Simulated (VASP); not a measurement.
# C (Pm-3m) in VASP: notebook

The runs below take C through single point, relaxation of cell and atoms, with LDA.

Everything below comes from runs of VASP 6.6.1. Logs are shortened: lines on timing, memory, paths and dates and some standing lists are left out, and cuts for length are marked.

## (1) The cell of the first run

It takes space group Pm-3m (No. 221, cubic). The conventional cell has a = 1.754 Å, b = 1.754 Å, c = 1.754 Å, α = 90.00°, β = 90.00°, γ = 90.00°. C (site symmetry m-3m) has 6 C at 1.75 Å within 2.3 Å.

## (2) Single point, LDA

INCAR

```
SYSTEM = C
PREC = Accurate
ENCUT = 520
EDIFF = 1E-6
ISMEAR = -1
SIGMA = 0.1
LREAL = .False.
LASPH = .True.
NELM = 60
ALGO = Normal
ISIF = 2
LWAVE = .False.
LCHARG = .False.
NBANDS = 8
```

KPOINTS

```
Automatic mesh
0
Gamma
  9 9 9
  0 0 0
```

POSCAR

```
C
1.0
    1.7542114841      0.0000000000      0.0000000000
    0.0000000000      1.7542114841      0.0000000000
    0.0000000000      0.0000000000      1.7542114841
C
1
Direct
    0.0000000000      0.0000000000      0.0000000000
```

Potentials or basis: VASP PAW LDA potentials, release 64 (C).

Started as:

```
cat potpaw_LDA.64/C/POTCAR > POTCAR
mpirun -np 1 vasp_std > vasp.out
```

OUTCAR:

```text
SYSTEM = C
   PREC = Accurate
   ENCUT = 520
   EDIFF = 1E-6
   ISMEAR = -1
   LREAL = .False.
   LASPH = .True.
   NELM = 60
   ISIF = 2

 ion  position               nearest neighbor table
   1  0.000  0.000  0.000-

  LATTYP: Found a simple cubic cell.
 ALAT       =     1.7542114841

  Lattice vectors:

 A1 = (   1.7542114841,   0.0000000000,   0.0000000000)
 A2 = (   0.0000000000,   1.7542114841,   0.0000000000)
 A3 = (   0.0000000000,   0.0000000000,   1.7542114841)

Analysis of symmetry for initial positions (statically):
=====================================================================
 Subroutine PRICEL returns:
 Original cell was already a primitive cell.

 Routine SETGRP: Setting up the symmetry group for a
 simple cubic supercell.

 Subroutine GETGRP returns: Found 48 space group operations
 (whereof 48 operations were pure point group operations)
 out of a pool of 48 trial point group operations.

The static configuration has the point symmetry O_h .

Analysis of symmetry for dynamics (positions and initial velocities):
=====================================================================
 Subroutine PRICEL returns:
 Original cell was already a primitive cell.

 Routine SETGRP: Setting up the symmetry group for a
 simple cubic supercell.

 Subroutine GETGRP returns: Found 48 space group operations
 (whereof 48 operations were pure point group operations)
 out of a pool of 48 trial point group operations.

The dynamic configuration has the point symmetry O_h .

 Subroutine INISYM returns: Found 48 space group operations
 (whereof 48 operations are pure point group operations),
 and found     1 'primitive' translations

----------------------------------------------------------------------------------------

                                     Primitive cell

  volume of cell :       5.3982

  direct lattice vectors                    reciprocal lattice vectors
     1.754211484  0.000000000  0.000000000     0.570056694  0.000000000  0.000000000
     0.000000000  1.754211484  0.000000000     0.000000000  0.570056694  0.000000000
     0.000000000  0.000000000  1.754211484     0.000000000  0.000000000  0.570056694

  length of vectors
     1.754211484  1.754211484  1.754211484     0.570056694  0.570056694  0.570056694

  position of ions in fractional coordinates (direct lattice)
     0.000000000  0.000000000  0.000000000

  ion indices of the primitive-cell ions
   primitive index   ion index
                 1           1

----------------------------------------------------------------------------------------

 KPOINTS: Automatic mesh

Automatic generation of k-mesh.
 Grid dimensions read from file:
 generate k-points for:    9    9    9

 Generating k-lattice:

  Cartesian coordinates                     Fractional coordinates (reciprocal lattice)
     0.063339633  0.000000000  0.000000000     0.111111111  0.000000000  0.000000000
     0.000000000  0.063339633  0.000000000     0.000000000  0.111111111  0.000000000
     0.000000000  0.000000000  0.063339633     0.000000000  0.000000000  0.111111111

  Length of vectors
     0.063339633  0.063339633  0.063339633

  Shift w.r.t. Gamma in fractional coordinates (k-lattice)
     0.000000000  0.000000000  0.000000000

 Subroutine IBZKPT returns following result:
 ===========================================

 Found     35 irreducible k-points:

 Following reciprocal coordinates:
            Coordinates               Weight
  0.000000  0.000000  0.000000      1.000000
  0.111111  0.000000  0.000000      6.000000
  0.222222  0.000000  0.000000      6.000000
  0.333333  0.000000  0.000000      6.000000
  0.444444  0.000000  0.000000      6.000000
  0.111111  0.111111  0.000000     12.000000
[... 16 lines left out ...]
  0.333333  0.333333  0.111111     24.000000
  0.444444  0.333333  0.111111     48.000000
 [... further k-points ...]
   k-points           NKPTS =     35   k-points in BZ     NKDIM =     35   number of bands    NBANDS=      8
   number of dos      NEDOS =    301   number of ions     NIONS =      1
   total plane-waves  NPLWV =   2744
   dimension x,y,z NGX =    14 NGY =   14 NGZ =   14
   dimension x,y,z NGXF=    28 NGYF=   28 NGZF=   28
   ions per type =               1
   NGX,Y,Z   is equivalent  to a cutoff of  13.27, 13.27, 13.27 a.u.
   NGXF,Y,Z  is equivalent  to a cutoff of  26.54, 26.54, 26.54 a.u.
 SYSTEM =  C
   PREC   = accura    normal or accurate (medium, high low for compatibility)
   ISTART =      0    job   : 0-new  1-cont  2-samecut
   ICHARG =      2    charge: 1-file 2-atom 10-const
   ISPIN  =      1    spin polarized calculation?
   LNONCOLLINEAR =      F non collinear calculations
   LSORBIT =      F    spin-orbit coupling
   LASPH  =      T    aspherical Exc in radial PAW
   ENCUT  =  520.0 eV  38.22 Ry    6.18 a.u.   3.26  3.26  3.26*2*pi/ulx,y,z
   NELM   =     60;   NELMIN=  2; NELMDL= -5     # of ELM steps
   EDIFF  = 0.1E-05   stopping-criterion for ELM
   LREAL  =      F    real-space projection
   EDIFFG = 0.1E-04   stopping-criterion for IOM
   NSW    =      0    number of steps for IOM
   IBRION =     -1    ionic relax: 0-MD 1-quasi-New 2-CG
   NFREE  =      0    steps in history (QN), initial steepest desc. (CG)
   ISIF   =      2    stress and relaxation
   ISYM   =      2    0-nonsym 1-usesym 2-fastsym
   POTIM  = 0.5000    time-step for ionic-motion
   TEBEG  =    0.0;   TEEND  =   0.0 temperature during run
   PSTRESS=    0.0 pullay stress
   NELECT =       4.0000    total number of electrons
   NUPDOWN=      -1.0000    fix difference up-down
   EMIN   =  10.00;   EMAX   =-10.00  energy-range for DOS
   EFERMI =   0.00;   METHOD = LEGACY
   ISMEAR =    -1;   SIGMA  =   0.10  broadening in eV -4-tet -1-fermi 0-gaus
   EFERMI_NEDOS =   21; number of points for ismear=-14 and -15
   IALGO  =     38    algorithm
   IMIX   =      4    mixing-type and parameters
     AMIX     =   0.40;   BMIX     =  1.00
     AMIX_MAG =   1.60;   BMIX_MAG =  1.00
  volume/ion in A,a.u.               =       5.40        36.43
  Fermi-wavevector in a.u.,A,eV,Ry     =   1.481425  2.799487 29.859601  2.194619
  Thomas-Fermi vector in A             =   2.595336
   LORBIT       =      0    0 simple, 1 ext, 2 COOP (PROOUT), +10 PAW based schemes
   GGA     = CA    functional components
   LHFCALC =     F    Hartree Fock is set to
   AEXX    =    0.0000 exact exchange contribution
   IVDW    =     0    specifies the selected vdW correction
   LEPSILON=     F    determine dielectric tensor
   LRPA    =     F    only Hartree local field effects (RPA)
 non-spin polarized calculation
  energy-cutoff  :      520.00
  volume of cell :        5.40
 maximum number of plane-waves:       155
 NGX is ok and might be reduce to    14
   NGX =  7   NGY =  7   NGZ =  7

 number of electron       4.0000001 magnetization

 Free energy of the ion-electron system (eV)
  ---------------------------------------------------
  ext. energy  EPLUGINS =         0.00000000
  ---------------------------------------------------
  free energy    TOTEN  =        -7.51019923 eV

  energy without entropy =       -7.50127285  energy(sigma->0) =       -7.50573604

 E-fermi :  12.0263     XC(G=0): -14.1014

 val. band max:       11.9742741013   @ k =   0.2222   0.0000   0.0000
 cond. band min:      12.1391739662   @ k =   0.2222   0.2222   0.1111
 fundamental gap:      0.1648998649
 Fermi energy:        12.0262925389

 k-point     1 :       0.0000    0.0000    0.0000
  band No.  band energies     occupation
      1     -11.0341      2.00000
      2      20.9023      0.00000
      3      20.9023      0.00000
      4      20.9023      0.00000
      5      37.3831      0.00000
      6      37.3831      0.00000
      7      43.2461      0.00000
      8      68.3446      0.00000

 k-point     2 :       0.1111    0.0000    0.0000
  band No.  band energies     occupation
      1     -10.5422      2.00000
      2      17.7596      0.00000
      3      21.2310      0.00000
      4      21.2310      0.00000
      5      37.9397      0.00000
      6      40.7520      0.00000
      7      43.2419      0.00000
      8      65.5411      0.00000

 k-point     3 :       0.2222    0.0000    0.0000
  band No.  band energies     occupation
      1      -9.0698      2.00000
      2      11.9743      1.25438
      3      22.1265      0.00000
      4      22.1265      0.00000
      5      39.5790      0.00000
      6      42.3126      0.00000
      7      47.6097      0.00000
      8      59.9327      0.00000

 k-point     4 :       0.3333    0.0000    0.0000
  band No.  band energies     occupation
      1      -6.6274      2.00000
      2       6.1975      2.00000
      3      23.2950      0.00000
      4      23.2950      0.00000
      5      41.7853      0.00000
      6      42.1483      0.00000
      7      52.5203      0.00000
      8      54.9221      0.00000

 k-point     5 :       0.4444    0.0000    0.0000
  band No.  band energies     occupation
      1      -3.2372      2.00000
      2       1.0638      2.00000
      3      24.1714      0.00000
      4      24.1714      0.00000
      5      41.3988      0.00000
      6      44.9018      0.00000
      7      52.0052      0.00000
      8      52.0052      0.00000

 k-point     6 :       0.1111    0.1111    0.0000
  band No.  band energies     occupation
      1     -10.0516      2.00000
      2      17.2402      0.00000
      3      19.1376      0.00000
      4      21.5546      0.00000
      5      39.9067      0.00000
      6      42.6348      0.00000
      7      42.8276      0.00000
      8      62.7584      0.00000

 k-point     7 :       0.2222    0.1111    0.0000
  band No.  band energies     occupation
      1      -8.5831      2.00000
      2      12.2118      0.27063
      3      19.5778      0.00000
      4      22.4409      0.00000
      5      41.3096      0.00000
      6      42.0080      0.00000
      7      48.3145      0.00000
      8      57.8277      0.00000

 k-point     8 :       0.3333    0.1111    0.0000
  band No.  band energies     occupation
      1      -6.1501      2.00000
      2       6.5677      2.00000
      3      20.9556      0.00000
      4      23.5922      0.00000
      5      39.4832      0.00000
      6      44.2144      0.00000
      7      52.5337      0.00000
      8      53.8252      0.00000

 k-point     9 :       0.4444    0.1111    0.0000
  band No.  band energies     occupation
      1      -2.7773      2.00000
      2       1.4938      2.00000
      3      22.0978      0.00000
      4      24.4517      0.00000
      5      37.8625      0.00000
      6      46.9416      0.00000
      7      50.2594      0.00000
      8      52.5607      0.00000

 k-point    10 :       0.2222    0.2222    0.0000
  band No.  band energies     occupation
      1      -7.1299      2.00000
      2      11.7194      1.91115
      3      15.9290      0.00000
      4      23.2921      0.00000
      5      38.2105      0.00000
      6      44.9627      0.00000
      7      51.3362      0.00000
      8      56.3751      0.00000
[... 78 lines left out ...]
 k-point    18 :       0.3333    0.1111    0.1111
  band No.  band energies     occupation
      1      -5.6742      2.00000
      2       6.9425      2.00000
      3      20.1047      0.00000
      4      22.6282      0.00000
      5      38.4845      0.00000
      6      44.9444      0.00000
      7      50.6699      0.00000
      8      52.4894      0.00000

 k-point    19 :       0.4444    0.1111    0.1111
  band No.  band energies     occupation
      1      -2.3198      2.00000
      2       1.9246      2.00000
      3      21.2251      0.00000
      4      23.7559      0.00000
      5      36.6956      0.00000
      6      43.9241      0.00000
      7      50.0542      0.00000
      8      54.1207      0.00000

 k-point    20 :       0.2222    0.2222    0.1111
  band No.  band energies     occupation
      1      -6.6494      2.00000
      2      12.1392      0.48876
      3      15.6311      0.00000
      4      21.7425      0.00000
      5      38.1456      0.00000
      6      46.0677      0.00000
      7      50.1460      0.00000
      8      54.3001      0.00000

 k-point    21 :       0.3333    0.2222    0.1111
  band No.  band energies     occupation
      1      -4.2592      2.00000
      2       7.8896      2.00000
      3      16.2731      0.00000
      4      23.0070      0.00000
      5      34.3161      0.00000
      6      44.8605      0.00000
      7      51.1274      0.00000
      8      54.2506      0.00000

 k-point    22 :       0.4444    0.2222    0.1111
  band No.  band energies     occupation
      1      -0.9748      2.00000
      2       3.1652      2.00000
      3      17.6094      0.00000
      4      24.1403      0.00000
      5      31.3636      0.00000
      6      42.9822      0.00000
      7      51.9390      0.00000
      8      55.2845      0.00000

 k-point    23 :       0.3333    0.3333    0.1111
  band No.  band energies     occupation
      1      -1.9459      2.00000
      2       8.0200      2.00000
      3      13.0849      0.00005
      4      24.0927      0.00000
      5      29.1213      0.00000
      6      45.4542      0.00000
      7      49.2138      0.00000
      8      57.7450      0.00000

 k-point    24 :       0.4444    0.3333    0.1111
  band No.  band energies     occupation
      1       1.1652      2.00000
      2       4.9342      2.00000
      3      13.3968      0.00000
      4      24.8722      0.00000
      5      25.5877      0.00000
      6      44.7833      0.00000
      7      49.2835      0.00000
      8      59.7318      0.00000

 [... further k-points ...]

------------------------ aborting loop because EDIFF is reached ----------------------------------------

  FORCE on cell =-STRESS in cart. coord.  units (eV):
  Direction    XX          YY          ZZ          XY          YZ          ZX
  --------------------------------------------------------------------------------------
  -------------------------------------------------------------------------------------
  Total        0.0344184      0.0344184      0.0344184     -0.0000000     -0.0000000      0.0000000
  in kB       10.2153865     10.2153865     10.2153865     -0.0000000     -0.0000000      0.0000000
  external PRESSURE =      10.2153865 kB  Pullay stress =       0.0000000 kB

 VOLUME and BASIS-vectors are now :
 -----------------------------------------------------------------------------
  energy-cutoff  :      520.00
  volume of cell :        5.40
      direct lattice vectors                 reciprocal lattice vectors
     1.754211484  0.000000000  0.000000000     0.570056694  0.000000000  0.000000000
     0.000000000  1.754211484  0.000000000     0.000000000  0.570056694  0.000000000
     0.000000000  0.000000000  1.754211484     0.000000000  0.000000000  0.570056694

 POSITION                                       TOTAL-FORCE (eV/Angst)
 -----------------------------------------------------------------------------------
      0.00000      0.00000      0.00000         0.000000      0.000000      0.000000
 -----------------------------------------------------------------------------------
    total drift:                               -0.000000     -0.000000     -0.000000

  FREE ENERGIE OF THE ION-ELECTRON SYSTEM (eV)
  ---------------------------------------------------
  free  energy   TOTEN  =        -7.5101992326 eV

  energy  without entropy=       -7.5012728473  energy(sigma->0) =       -7.50573604
```

Wall time 0.7 s (1 thread of Intel Xeon 6975P-C (Granite Rapids), shared host); peak memory 0.1 GiB.

What came out:

```
Free energy            : -7.5102 eV
Pressure               : 1.0 GPa
Band gap on the k mesh : zero (band 2 reaches 20.90 eV, above the bottom of band 3 at 10.25 eV)
```

Caveat: the k points lie up to 0.40 Å⁻¹ apart.

(Continued in part 2 of 2.)
